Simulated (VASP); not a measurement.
# HoO3 (P4/mmm) in VASP: single point with PBE

Aim: the single point of HoO3 with PBE.

All numbers are computed with VASP 6.6.1; they aren't measurements. Logs are shortened: lines on timing, memory, paths and dates and some standing lists are left out, and cuts for length are marked.

## Step 1: The cell of the first run

The structure is tetragonal, space group P4/mmm (No. 123). Conventional cell: a = 3.322 Å, b = 3.322 Å, c = 4.358 Å, α = 90.00°, β = 90.00°, γ = 90.00°. Within 2.9 Å of Ho (site symmetry 4/mmm) lie 6 O at 2.18 to 2.35 Å. O (site symmetry 4/mmm) has 6 O at 2.18 to 2.35 Å within 2.9 Å. Within 2.9 Å of O (site symmetry 4/mmm) lie 2 Ho at 2.18 Å and 4 O at 2.35 Å. Within 2.9 Å of O (site symmetry 4/mmm) lie 2 O at 2.18 Å and 4 Ho at 2.35 Å.

## Step 2: Single point, PBE

Contents of POSCAR:

```
HoO3
1.0
    3.3219149451      0.0000000000      0.0000000000
    0.0000000000      3.3219149451      0.0000000000
    0.0000000000      0.0000000000      4.3579963102
Ho O
1 3
Direct
    0.0000000000      0.0000000000      0.5000000000
    0.5000000000      0.5000000000      0.0000000000
    0.0000000000      0.0000000000      0.0000000000
    0.5000000000      0.5000000000      0.5000000000
```

Contents of INCAR.step1:

```
PREC = Accurate ; ENCUT = 520
EDIFF = 1E-6 ; ISMEAR = 0
SIGMA = 0.1 ; LREAL = False
LASPH = True ; NELM = 200
ALGO = Normal ; ISIF = 2
LWAVE = False ; LCHARG = True
LMAXMIX = 6 ; GGA = PE
NBANDS = 22 ; GGA_COMPAT = False
NEDOS = 2001 ; LORBIT = 11
```

Contents of KPOINTS.step1:

```
regular mesh
0
Gamma
  14 14 12
```

Contents of INCAR.step2:

```
PREC = Accurate ; ENCUT = 520
EDIFF = 1E-6 ; ISMEAR = -5
SIGMA = 0.1 ; LREAL = False
LASPH = True ; NELM = 200
ALGO = Normal ; ISIF = 2
LWAVE = False ; LCHARG = False
LMAXMIX = 6 ; GGA = PE
LORBIT = 10 ; NBANDS = 22
NEDOS = 2001 ; ICHARG = 11
GGA_COMPAT = False
```

Contents of KPOINTS.step2:

```
regular mesh
0
Gamma
  21 21 18
```

Potentials or basis: VASP PAW PBE potentials, release 64 (Ho_3, O), 4f in core.

Started as:

```bash
> cat potpaw_PBE.64/Ho_3/POTCAR potpaw_PBE.64/O/POTCAR > POTCAR
> cp INCAR.step1 INCAR
> cp KPOINTS.step1 KPOINTS
> mpirun -np 1 vasp_std > vasp.out
> cp INCAR.step2 INCAR
> cp KPOINTS.step2 KPOINTS
> mpirun -np 1 vasp_std > vasp.out
```

OUTCAR:

```text
PREC = Accurate
   ENCUT = 520
   EDIFF = 1E-6
   ISMEAR = -5
   LREAL = False
   LASPH = True
   NELM = 200
   ISIF = 2
   GGA = PE
   LORBIT = 10
   ICHARG = 11

 ion  position               nearest neighbor table
   1  0.000  0.000  0.500-   3 2.18   3 2.18   4 2.35   4 2.35   4 2.35   4 2.35
   2  0.500  0.500  0.000-
   3  0.000  0.000  0.000-   1 2.18   1 2.18
   4  0.500  0.500  0.500-   1 2.35   1 2.35   1 2.35   1 2.35

  LATTYP: Found a simple tetragonal cell.
 ALAT       =     3.3219149451
 C/A-ratio  =     1.3118928035

  Lattice vectors:

 A1 = (   3.3219149451,   0.0000000000,   0.0000000000)
 A2 = (   0.0000000000,   3.3219149451,   0.0000000000)
 A3 = (   0.0000000000,   0.0000000000,   4.3579963102)

Analysis of symmetry for initial positions (statically):
=====================================================================
 Subroutine PRICEL returns:
 Original cell was already a primitive cell.

 Routine SETGRP: Setting up the symmetry group for a
 simple tetragonal supercell.

 Subroutine GETGRP returns: Found 16 space group operations
 (whereof 16 operations were pure point group operations)
 out of a pool of 16 trial point group operations.

The static configuration has the point symmetry D_4h.

Analysis of symmetry for dynamics (positions and initial velocities):
=====================================================================
 Subroutine PRICEL returns:
 Original cell was already a primitive cell.

 Routine SETGRP: Setting up the symmetry group for a
 simple tetragonal supercell.

 Subroutine GETGRP returns: Found 16 space group operations
 (whereof 16 operations were pure point group operations)
 out of a pool of 16 trial point group operations.

The dynamic configuration has the point symmetry D_4h.

 Subroutine INISYM returns: Found 16 space group operations
 (whereof 16 operations are pure point group operations),
 and found     1 'primitive' translations

----------------------------------------------------------------------------------------

                                     Primitive cell

  volume of cell :      48.0910

  direct lattice vectors                    reciprocal lattice vectors
     3.321914945  0.000000000  0.000000000     0.301031187  0.000000000  0.000000000
     0.000000000  3.321914945  0.000000000     0.000000000  0.301031187  0.000000000
     0.000000000  0.000000000  4.357996310     0.000000000  0.000000000  0.229463251

  length of vectors
[... 97 lines left out ...]
   TEBEG  =    0.0;   TEEND  =   0.0 temperature during run
   PSTRESS=    0.0 pullay stress
   NELECT =      27.0000    total number of electrons
   NUPDOWN=      -1.0000    fix difference up-down
   EMIN   =  10.00;   EMAX   =-10.00  energy-range for DOS
   EFERMI =   0.00;   METHOD = LEGACY
   ISMEAR =    -5;   SIGMA  =   0.10  broadening in eV -4-tet -1-fermi 0-gaus
   EFERMI_NEDOS =   21; number of points for ismear=-14 and -15
   IALGO  =     38    algorithm
   IMIX   =      4    mixing-type and parameters
     AMIX     =   0.40;   BMIX     =  1.00
     AMIX_MAG =   1.60;   BMIX_MAG =  1.00
  volume/ion in A,a.u.               =      12.02        81.13
  Fermi-wavevector in a.u.,A,eV,Ry     =   1.350542  2.552155 24.816536  1.823964
  Thomas-Fermi vector in A             =   2.478038
   LORBIT       =     10    0 simple, 1 ext, 2 COOP (PROOUT), +10 PAW based schemes
   GGA     = PE    functional components
   LHFCALC =     F    Hartree Fock is set to
   AEXX    =    0.0000 exact exchange contribution
   IVDW    =     0    specifies the selected vdW correction
   LEPSILON=     F    determine dielectric tensor
   LRPA    =     F    only Hartree local field effects (RPA)
 non-spin polarized calculation
 Fermi weights with tetrahedron method with Bloechl corrections
  energy-cutoff  :      520.00
  volume of cell :       48.09
 maximum number of plane-waves:      1328
 NGX is ok and might be reduce to    28

 number of electron      27.0000014 magnetization

 Free energy of the ion-electron system (eV)
  ---------------------------------------------------
  ext. energy  EPLUGINS =         0.00000000
  ---------------------------------------------------
  free energy    TOTEN  =       -24.46199711 eV

  energy without entropy =      -24.46199711  energy(sigma->0) =      -24.46199711

 E-fermi :   2.7068     XC(G=0): -11.0493

 val. band max:        2.7235319008   @ k =   0.3810   0.1429   0.2222
 cond. band min:       2.6728468707   @ k =   0.2381   0.0000   0.0556
 fundamental gap:     -0.0506850301
 Fermi energy:         2.7067624205

 k-point     1 :       0.0000    0.0000    0.0000
  band No.  band energies     occupation
      1     -20.1563      2.00000
      2     -20.0676      2.00000
      3     -20.0676      2.00000
      4     -16.3160      2.00000
      5     -14.8273      2.00000
      6     -12.6464      2.00000
[... 589 lines left out ...]
     21      11.1378      0.00000
     22      15.4693      0.00000

 [... further k-points ...]

------------------------ aborting loop because EDIFF is reached ----------------------------------------

  FORCE on cell =-STRESS in cart. coord.  units (eV):
  Direction    XX          YY          ZZ          XY          YZ          ZX
  --------------------------------------------------------------------------------------
  -------------------------------------------------------------------------------------
  Total       -0.2187309     -0.2187309      1.3472543      0.0000000      0.0000000     -0.0000000
  in kB       -7.2871345     -7.2871345     44.8844907      0.0000000      0.0000000     -0.0000000
  external PRESSURE =      10.1034072 kB  Pullay stress =       0.0000000 kB

 VOLUME and BASIS-vectors are now :
 -----------------------------------------------------------------------------
  energy-cutoff  :      520.00
  volume of cell :       48.09
      direct lattice vectors                 reciprocal lattice vectors
     3.321914945  0.000000000  0.000000000     0.301031187  0.000000000  0.000000000
     0.000000000  3.321914945  0.000000000     0.000000000  0.301031187  0.000000000
     0.000000000  0.000000000  4.357996310     0.000000000  0.000000000  0.229463251

 POSITION                                       TOTAL-FORCE (eV/Angst)
 -----------------------------------------------------------------------------------
      0.00000      0.00000      2.17900         0.000000      0.000000      0.000000
      1.66096      1.66096      0.00000         0.000000      0.000000      0.000000
      0.00000      0.00000      0.00000         0.000000      0.000000      0.000000
      1.66096      1.66096      2.17900         0.000000      0.000000      0.000000
 -----------------------------------------------------------------------------------
    total drift:                                0.000000      0.000000      0.000000

  FREE ENERGIE OF THE ION-ELECTRON SYSTEM (eV)
  ---------------------------------------------------
  free  energy   TOTEN  =       -24.4619971073 eV

  energy  without entropy=      -24.4619971073  energy(sigma->0) =      -24.46199711

 total charge

# of ion       s       p       d       tot
------------------------------------------
    1        0.353   6.916   1.229   8.498
    2        1.642   3.003   0.000   4.644
    3        1.606   3.246   0.000   4.852
    4        1.583   3.383   0.000   4.966
--------------------------------------------------
tot          5.184  16.547   1.229  22.960
```

OSZICAR.step1:

```text
N       E                     dE             d eps       ncg     rms          rms(c)
DAV:   1     0.192703491314E+03    0.19270E+03   -0.12596E+04 12824   0.122E+03
DAV:   2    -0.113030226875E+02   -0.20401E+03   -0.19088E+03 17576   0.370E+02
DAV:   3    -0.264379501914E+02   -0.15135E+02   -0.14725E+02 17162   0.988E+01
DAV:   4    -0.266047993501E+02   -0.16685E+00   -0.16576E+00 14534   0.868E+00
DAV:   5    -0.266077124716E+02   -0.29131E-02   -0.29115E-02 15188   0.111E+00    0.298E+01
DAV:   6    -0.258604210906E+02    0.74729E+00   -0.26218E+01 17152   0.289E+01    0.254E+01
DAV:   7    -0.246333585697E+02    0.12271E+01   -0.96430E+00 15362   0.161E+01    0.179E+01
DAV:   8    -0.245757020251E+02    0.57657E-01   -0.22673E+00 17416   0.932E+00    0.588E+00
DAV:   9    -0.245026275025E+02    0.73075E-01   -0.10502E+00 17754   0.640E+00    0.140E+00
DAV:  10    -0.244696037082E+02    0.33024E-01   -0.10040E-01 16644   0.229E+00    0.529E-01
DAV:  11    -0.244678941025E+02    0.17096E-02   -0.97065E-03 14310   0.712E-01    0.312E-01
DAV:  12    -0.244672260957E+02    0.66801E-03   -0.32089E-03 13880   0.367E-01    0.108E-01
DAV:  13    -0.244672365023E+02   -0.10407E-04   -0.34786E-04 14854   0.132E-01    0.619E-02
DAV:  14    -0.244672123530E+02    0.24149E-04   -0.12460E-04 16174   0.692E-02    0.272E-02
DAV:  15    -0.244672133119E+02   -0.95892E-06   -0.12180E-05 17722   0.260E-02    0.118E-02
DAV:  16    -0.244672120148E+02    0.12971E-05   -0.37858E-06  8630   0.112E-02    0.203E-03
DAV:  17    -0.244672119715E+02    0.43245E-07   -0.36205E-07  6384   0.770E-03
   1 F= -.24467212E+02 E0= -.24461633E+02  d E =-.111583E-01
```

Wall time 4.2 min (1 thread of Intel Xeon 6975P-C (Granite Rapids), shared host); peak memory 0.68 GiB.

Results:

| Item | Value |
| --- | --- |
| Valence electrons inside the program's atomic spheres | Ho 8.50; O 4.64, 4.85, 4.97 |

Caveat: spin-orbit coupling is left out, which moves the levels of the heavy elements; the 4f electrons are frozen in the core, so they carry no moment and show no levels; an odd number of electrons without spin polarisation forces a metal; a magnetic or distorted state may lie lower; the run has no spin polarisation, though such a crystal can be magnetic; tetrahedron occupations give inexact forces and stress in metals.
